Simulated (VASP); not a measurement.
Set up this calculation in VASP 6.6.1, as the native input.

```
Task                   : single point
Functional             : PBE
Potentials or basis    : VASP PAW PBE potentials, release 64 (Mg, O)
Cutoff                 : 520 eV
k mesh                 : 9 × 9 × 4
Occupations            : gaussian, width 0.05 eV
Spin                   : no spin polarisation
Dipole correction      : no
Further INCAR settings : ALGO = Normal; EDIFF = 1e-06; NBANDS = 26
```

The structure of MgO lies in POSCAR:

```
MgO
1.0
    3.3402838896      0.0000000000      0.0000000000
   -1.6701419448      2.8927707042      0.0000000000
    0.0000000000      0.0000000000      8.9242364678
Mg O
4 4
Direct
    0.3333333333      0.6666666667      0.9694906392
    0.0000000000      0.0000000000      0.2208211786
    0.0000000000      0.0000000000      0.7208211786
    0.6666666667      0.3333333333      0.4694906392
    0.3333333333      0.6666666667      0.7800420079
    0.0000000000      0.0000000000      0.5296443544
    0.0000000000      0.0000000000      0.0296443544
    0.6666666667      0.3333333333      0.2800420079
```

This cell differs from its parent crystal: volume 10.779 Å^3 an atom, c/a of the conventional cell 2.6717.

These files were run (other wordings do the same):

INCAR

```
SYSTEM = MgO
PREC = Accurate
ENCUT = 520
EDIFF = 1E-6
ISMEAR = 0
SIGMA = 0.05
LREAL = .FALSE.
LASPH = .TRUE.
NELM = 80
ALGO = Normal
ISIF = 2
LWAVE = .FALSE.
LCHARG = .FALSE.
GGA = PE
NBANDS = 26
```

KPOINTS

```
Automatic mesh
0
G
  9 9 4
  0 0 0
```

Potentials or basis: VASP PAW PBE potentials, release 64 (Mg, O).

Launch:

```sh
$ cat potpaw_PBE.64/Mg/POTCAR potpaw_PBE.64/O/POTCAR > POTCAR
$ mpirun -np 1 vasp_std > vasp.out
```

It gave:

```json
{"Pressure": "26.2 GPa", "Largest force": "4.714 eV/Å", "Band gap on the k mesh": "3.67 eV, direct"}
```

Caveat: forces of over 1 eV/Å act on the atoms, so gaps and moduli don't describe the material at rest.

Run time: 37 s on 1 thread of Intel(R) Xeon(R) 6975P-C (Granite Rapids), on a shared host, peak memory 0.25 GiB.
